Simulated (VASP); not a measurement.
# Tl (P6_3/mmc) in VASP: settings compared, part 2 of 2

VASP 6.6.1. The steps go on from the part before.

**4. Single point, b88 exchange, pbe correlation, collinear spin**

This run uses another cell than the first one, of 28.00 Å³/atom.

INCAR reads:

```
PREC = Accurate ; ENCUT = 500
EDIFF = 1E-6 ; ISMEAR = 1
SIGMA = 0.15 ; LREAL = False
LASPH = True ; NELM = 200
ALGO = Normal ; ISIF = 2
LWAVE = False ; LCHARG = True
ISPIN = 2 ; MAGMOM = 0.05 0.16
LORBIT = 11 ; GGA = LIBXC
LIBXC1 = GGA_X_B88 ; LIBXC2 = GGA_C_PBE
LELF = True ; LVHAR = True
NBANDS = 24 ; GGA_COMPAT = False
```

KPOINTS reads:

```
Automatic mesh
0
Gamma
  9 9 5
```

POSCAR reads:

```
Tl
1.0
    3.4328046702      0.0000000000      0.0000000000
   -1.7164023351      2.9728960507      0.0000000000
    0.0000000000      0.0000000000      5.4879183458
Tl
2
Direct
    0.6666666667      0.3333333333      0.7500000000
    0.3333333333      0.6666666667      0.2500000000
```

Potentials or basis: VASP PAW PBE potentials, release 64 (Tl_d).

Run with:

```
$ cat potpaw_PBE.64/Tl_d/POTCAR > POTCAR
$ mpirun -np 1 vasp_std > vasp.out
```

OUTCAR:

```text
PREC = Accurate
   ENCUT = 500
   EDIFF = 1E-6
   ISMEAR = 1
   LREAL = False
   LASPH = True
   NELM = 200
   ISIF = 2
   ISPIN = 2
   LORBIT = 11
   GGA = LIBXC

 ion  position               nearest neighbor table
   1  0.667  0.333  0.750-   2 3.38   2 3.38   2 3.38   2 3.38   2 3.38   2 3.38
   2  0.333  0.667  0.250-   1 3.38   1 3.38   1 3.38   1 3.38   1 3.38   1 3.38

  LATTYP: Found a hexagonal cell.
 ALAT       =     3.4328046702
 C/A-ratio  =     1.5986689815

  Lattice vectors:

 A1 = (   3.4328046702,   0.0000000000,   0.0000000000)
 A2 = (  -1.7164023351,   2.9728960507,   0.0000000000)
 A3 = (   0.0000000000,   0.0000000000,   5.4879183458)

Analysis of symmetry for initial positions (statically):
=====================================================================
 Subroutine PRICEL returns:
 Original cell was already a primitive cell.

 Routine SETGRP: Setting up the symmetry group for a
 hexagonal supercell.

 Subroutine GETGRP returns: Found 24 space group operations
 (whereof 12 operations were pure point group operations)
 out of a pool of 24 trial point group operations.

The static configuration has the point symmetry D_3d.
 The point group associated with its full space group is D_6h.

Analysis of symmetry for dynamics (positions and initial velocities):
=====================================================================
 Subroutine PRICEL returns:
 Original cell was already a primitive cell.

 Routine SETGRP: Setting up the symmetry group for a
 hexagonal supercell.

 Subroutine GETGRP returns: Found 24 space group operations
 (whereof 12 operations were pure point group operations)
 out of a pool of 24 trial point group operations.

The dynamic configuration has the point symmetry D_3d.
 The point group associated with its full space group is D_6h.

Analysis of structural, dynamic, and magnetic symmetry:
[... 156 lines left out ...]
  ---------------------------------------------------
  ext. energy  EPLUGINS =         0.00000000
  ---------------------------------------------------
  free energy    TOTEN  =        -4.15447531 eV

  energy without entropy =       -4.14963627  energy(sigma->0) =       -4.15286230

 E-fermi :   6.7355     XC(G=0): -10.3276

 val. band max:        6.7232453450   @ k =   0.2222   0.2222   0.4000
 cond. band min:       6.7699516276   @ k =   0.2222   0.1111   0.2000
 fundamental gap:      0.0467062826
 Fermi energy:         6.7355315030

 spin component 1

 k-point     1 :       0.0000    0.0000    0.0000
  band No.  band energies     occupation
      1      -5.1157      1.00000
      2      -4.8677      1.00000
      3      -4.8494      1.00000
      4      -4.8494      1.00000
      5      -4.7928      1.00000
      6      -4.7928      1.00000
[... 637 lines left out ...]
     23      22.7671      0.00000
     24      22.7671      0.00000

 [... further k-points ...]

 spin component 2

 k-point     1 :       0.0000    0.0000    0.0000
  band No.  band energies     occupation
      1      -5.1157      1.00000
      2      -4.8677      1.00000
      3      -4.8493      1.00000
      4      -4.8493      1.00000
      5      -4.7928      1.00000
      6      -4.7928      1.00000
[... 637 lines left out ...]
     23      22.7672      0.00000
     24      22.7672      0.00000

 [... further k-points ...]

------------------------ aborting loop because EDIFF is reached ----------------------------------------

  FORCE on cell =-STRESS in cart. coord.  units (eV):
  Direction    XX          YY          ZZ          XY          YZ          ZX
  --------------------------------------------------------------------------------------
  -------------------------------------------------------------------------------------
  Total        1.2649566      1.2649566      1.7665247      0.0000000      0.0000000      0.0000000
  in kB       36.1867638     36.1867638     50.5351834      0.0000000      0.0000000      0.0000000
  external PRESSURE =      40.9695703 kB  Pullay stress =       0.0000000 kB

 VOLUME and BASIS-vectors are now :
 -----------------------------------------------------------------------------
  energy-cutoff  :      500.00
  volume of cell :       56.01
      direct lattice vectors                 reciprocal lattice vectors
     3.432804670  0.000000000  0.000000000     0.291306991  0.168186170  0.000000000
    -1.716402335  2.972896051  0.000000000     0.000000000  0.336372340  0.000000000
     0.000000000  0.000000000  5.487918346     0.000000000  0.000000000  0.182218455

 POSITION                                       TOTAL-FORCE (eV/Angst)
 -----------------------------------------------------------------------------------
      1.71640      0.99097      4.11594        -0.000000     -0.000000     -0.000000
     -0.00000      1.98193      1.37198         0.000000      0.000000      0.000000
 -----------------------------------------------------------------------------------
    total drift:                               -0.000000      0.000000     -0.000000

  FREE ENERGIE OF THE ION-ELECTRON SYSTEM (eV)
  ---------------------------------------------------
  free  energy   TOTEN  =        -4.1544753130 eV

  energy  without entropy=       -4.1496362741  energy(sigma->0) =       -4.15286230

 total charge

# of ion       s       p       d       tot
------------------------------------------
    1        1.186   0.401   9.639  11.226
    2        1.186   0.401   9.639  11.226
--------------------------------------------------
tot          2.372   0.803  19.278  22.453

 magnetization (x)

# of ion       s       p       d       tot
------------------------------------------
    1        0.000   0.000  -0.000   0.000
    2        0.000   0.000   0.000   0.000
--------------------------------------------------
tot          0.000   0.000  -0.000   0.000
```

stdout:

```text
POSCAR found type information on POSCAR Tl
 POSCAR found :  1 types and       2 ions
 scaLAPACK will be used
 -----------------------------------------------------------------------------
|                                                                             |
|                                                                             |
|     You enforced a specific xc type in the INCAR file but a different       |
|     I HOPE YOU KNOW WHAT YOU ARE DOING!                                     |
|                                                                             |
 -----------------------------------------------------------------------------

 LDA part: xc-table for (None,None), standard interpolation
 POSCAR, INCAR and KPOINTS ok, starting setup
 FFT: planning ... GRIDC
 FFT: planning ... GRID_SOFT
 FFT: planning ... GRID
 WAVECAR not read
 entering main loop
```

It took 86 s on 1 thread of Intel Xeon Platinum 8259CL at 2.50GHz (Skylake/Cascade Lake), shared host; peak memory 0.23 GiB.

Results:

```yaml
Free_energy: -4.1545 eV
Pressure: 4.1 GPa
Band_gap_on_the_k_mesh: zero (filled and empty bands overlap)
Net_moment: 0.00 μB per cell
Valence_electrons_inside_the_program's_atomic_spheres: Tl 11.23
```

Stress tensor (GPa, compression positive):
```
3.62 0.00 0.00
0.00 3.62 0.00
0.00 0.00 5.05
```

Caveat: the cell stands under pressure; the PAW data sets were made with another functional, which shifts forces and pressure a little; spin-orbit coupling is left out, which moves the levels of the heavy elements.

**5. Single point, b88 exchange, pbe correlation, collinear spin**

This run uses another cell than the first one, of 28.57 Å³/atom.

INCAR reads:

```
ALGO = Normal ; EDIFF = 1E-6
ENCUT = 500 ; GGA = LIBXC
GGA_COMPAT = F ; ISIF = 2
ISMEAR = 1 ; ISPIN = 2
LASPH = T ; LCHARG = F
LIBXC1 = GGA_X_B88 ; LIBXC2 = GGA_C_PBE
LORBIT = 11 ; LREAL = F
LWAVE = F ; MAGMOM = 0.05 0.16
NBANDS = 24 ; NELM = 200
PREC = Accurate ; SIGMA = 0.15
```

KPOINTS reads:

```
k-points
0
Gamma
  9 9 5
```

POSCAR reads:

```
Tl
1.0
    3.4560000000      0.0000000000      0.0000000000
   -1.7280000000      2.9929837955      0.0000000000
    0.0000000000      0.0000000000      5.5250000000
Tl
2
Direct
    0.6666666667      0.3333333333      0.7500000000
    0.3333333333      0.6666666667      0.2500000000
```

Run with:

```
$ cat potpaw_PBE.64/Tl_d/POTCAR > POTCAR
$ mpirun -np 1 vasp_std > vasp.out
```

It took 1.9 min on 1 thread of Intel Xeon Platinum 8259CL at 2.50GHz (Skylake/Cascade Lake), shared host; peak memory 0.23 GiB.

Results (log left out):

| Item | Value |
| --- | --- |
| Free energy | -4.1809 eV |
| Pressure | 3.2 GPa |
| Band gap on the k mesh | zero (filled and empty bands overlap) |
| Net moment | 0.00 μB per cell |
| Valence electrons inside the program's atomic spheres | Tl 11.22 |

Stress tensor (GPa, compression positive):
```
2.75 0.00 0.00
0.00 2.75 0.00
0.00 0.00 4.04
```

Levels at points of the mesh, in eV from the Fermi level:
Spin up:
| k point | band 9 | band 10 | band 11 | band 12 | band 13 | band 14 | band 15 | band 16 | band 17 | band 18 |
| --- | --- | --- | --- | --- | --- | --- | --- | --- | --- | --- |
| (0.00, 0.00, 0.00) | -11.10 | -11.10 | -10.04 | -5.11 | -2.81 | 7.98 | 7.98 | 10.07 | 10.07 | 10.36 |
Spin down:
```csv
k point,band 11,band 12,band 13,band 14,band 15,band 16
"(0.00, 0.00, 0.00)",-10.04,-5.11,-2.81,7.98,7.98,10.07
```

Caveat: the cell stands under pressure; the PAW data sets were made with another functional, which shifts forces and pressure a little; spin-orbit coupling is left out, which moves the levels of the heavy elements.

**6. Single point, b88 exchange, pbe correlation, collinear spin**

This run uses another cell than the first one, of 29.15 Å³/atom.

INCAR reads:

```
PREC = Accurate
ENCUT = 500
EDIFF = 1E-6
ISMEAR = 1
SIGMA = 0.15
LREAL = False
LASPH = True
NELM = 200
ALGO = Normal
ISIF = 2
LWAVE = False
LCHARG = True
ISPIN = 2
MAGMOM = 0.05 0.16
LORBIT = 11
GGA = LIBXC
LIBXC1 = GGA_X_B88
LIBXC2 = GGA_C_PBE
LELF = True
LVHAR = True
NBANDS = 24
GGA_COMPAT = False
```

KPOINTS reads:

```
regular mesh
0
Gamma
  9 9 5
```

POSCAR reads:

```
Tl
1.0
    3.4788880842      0.0000000000      0.0000000000
   -1.7394440421      3.0128054579      0.0000000000
    0.0000000000      0.0000000000      5.5615904703
Tl
2
Direct
    0.6666666667      0.3333333333      0.7500000000
    0.3333333333      0.6666666667      0.2500000000
```

Potentials or basis: VASP PAW PBE potentials, release 64 (Tl_d).

Run with:

```
$ cat potpaw_PBE.64/Tl_d/POTCAR > POTCAR
$ mpirun -np 1 vasp_std > vasp.out
```

It took 95 s on 1 thread of Intel Xeon Platinum 8259CL at 2.50GHz (Skylake/Cascade Lake), shared host; peak memory 0.23 GiB.

Results (log left out):

```yaml
Free_energy: -4.2011 eV
Pressure: 2.4 GPa
Band_gap_on_the_k_mesh: zero (filled and empty bands overlap)
Net_moment: 0.00 μB per cell
Valence_electrons_inside_the_program's_atomic_spheres: Tl 11.21
```

Stress tensor (GPa, compression positive):
```
1.97 0.00 0.00
0.00 1.97 0.00
0.00 0.00 3.12
```

Levels at points of the mesh, in eV from the Fermi level:
Spin up:
| k point | band 11 | band 12 | band 13 | band 14 | band 15 | band 16 |
| --- | --- | --- | --- | --- | --- | --- |
| (0.00, 0.00, 0.00) | -9.90 | -5.12 | -2.73 | 7.85 | 7.85 | 9.90 |
Spin down:
```
           k point  band 10  band 11  band 12  band 13  band 14  band 15  band 16  band 17
(0.00, 0.00, 0.00)   -11.09    -9.90    -5.12    -2.73     7.85     7.85     9.90     9.90
```

Caveat: the PAW data sets were made with another functional, which shifts forces and pressure a little; spin-orbit coupling is left out, which moves the levels of the heavy elements.

**7. Overview**

| cell | gap on the mesh (eV) | pressure (GPa) | moment (μB) |
| --- | --- | --- | --- |
| a = 3.385, b = 3.385, c = 5.412 Å, angles 90.0, 90.0, 120.0°, 2 atoms | none | 6.3 | 0.00 |
| a = 3.409, b = 3.409, c = 5.450 Å, angles 90.0, 90.0, 120.0°, 2 atoms | none | 5.1 | 0.00 |
| a = 3.433, b = 3.433, c = 5.488 Å, angles 90.0, 90.0, 120.0°, 2 atoms | none | 4.1 | 0.00 |
| a = 3.456, b = 3.456, c = 5.525 Å, angles 90.0, 90.0, 120.0°, 2 atoms | none | 3.2 | 0.00 |
| a = 3.479, b = 3.479, c = 5.562 Å, angles 90.0, 90.0, 120.0°, 2 atoms | none | 2.4 | 0.00 |

Alike in all rows: task single point; level b88 exchange, pbe correlation; potentials or basis VASP PAW PBE potentials, release 64 (Tl_d); spin collinear; k mesh 9 × 9 × 5; cutoff (eV) 500; smearing methfessel-paxton 0.15 eV.

Caveats: the PAW data sets were made with another functional, which shifts forces and pressure a little; spin-orbit coupling is left out, which moves the levels of the heavy elements; the cell stands under pressure (at least some runs).

Total energies depend on the potentials used, so only differences within one code and one set of settings carry meaning.
